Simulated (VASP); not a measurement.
Wanted: the native input for a VASP 6.6.1 run.

```yaml
Task: single point
Functional: r2SCAN
Potentials_or_basis: VASP PAW PBE potentials, release 64 (Bi_d, Te)
Cutoff: 520 eV
k_mesh: 12 × 12 × 12
Occupations: gaussian, width 0.15 eV
Spin: no spin polarisation
Dipole_correction: no
Further_INCAR_settings: ALGO = Normal; EDIFF = 1e-06; NBANDS = 18
```

BiTe:

```xyz
2
Lattice="2.5438 1.4687 3.1514 -2.5438 1.4687 3.1514 0.0000 -2.9374 3.1514" Properties=species:S:1:pos:R:3 pbc="T T T"
Bi    0.0000    0.0000    4.7271
Te    0.0000    0.0000    0.0000
```

This cell differs from its parent crystal: strain +0.050 along x and y, -0.050 along z.

These files were run (other wordings do the same):

POSCAR

```
BiTe
1.0
    2.5438431614      1.4686885340      3.1514273568
   -2.5438431614      1.4686885340      3.1514273568
    0.0000000000     -2.9373770681      3.1514273568
Bi Te
1 1
Direct
    0.5000000000      0.5000000000      0.5000000000
    0.0000000000      0.0000000000      0.0000000000
```

INCAR.step1

```
ALGO = Normal
EDIFF = 1E-4
ENCUT = 520
GGA = PE
ISMEAR = 0
LASPH = T
LCHARG = F
LREAL = F
LWAVE = T
NBANDS = 18
NELM = 100
PREC = Accurate
SIGMA = 0.15
```

INCAR.step2

```
ALGO = Normal
EDIFF = 1E-6
ENCUT = 520
ISIF = 2
ISMEAR = 0
ISTART = 1
LASPH = T
LCHARG = T
LELF = T
LMIXTAU = T
LREAL = F
LVHAR = T
LWAVE = F
METAGGA = R2SCAN
NBANDS = 18
NELM = 100
PREC = Accurate
SIGMA = 0.15
```

KPOINTS

```
k-points
0
Gamma
  12 12 12
```

Potentials or basis: VASP PAW PBE potentials, release 64 (Bi_d, Te).

The run is started by

```console
$ cat potpaw_PBE.64/Bi_d/POTCAR potpaw_PBE.64/Te/POTCAR > POTCAR
$ cp INCAR.step1 INCAR
$ mpirun -np 1 vasp_std > vasp.out
$ cp INCAR.step2 INCAR
$ mpirun -np 1 vasp_std > vasp.out
```

It gave:

| Property | Result |
| --- | --- |
| Pressure | -3.7 GPa |

Caveat: the cell differs from its parent crystal (strain +0.050 along x and y, -0.050 along z); the PAW data sets were made with another functional, which shifts forces and pressure a little.

Run time: 5.8 min on 1 thread of Intel(R) Xeon(R) Platinum 8259CL CPU @ 2.50GHz (Skylake/Cascade Lake) (shared host), peak memory 0.36 GiB.
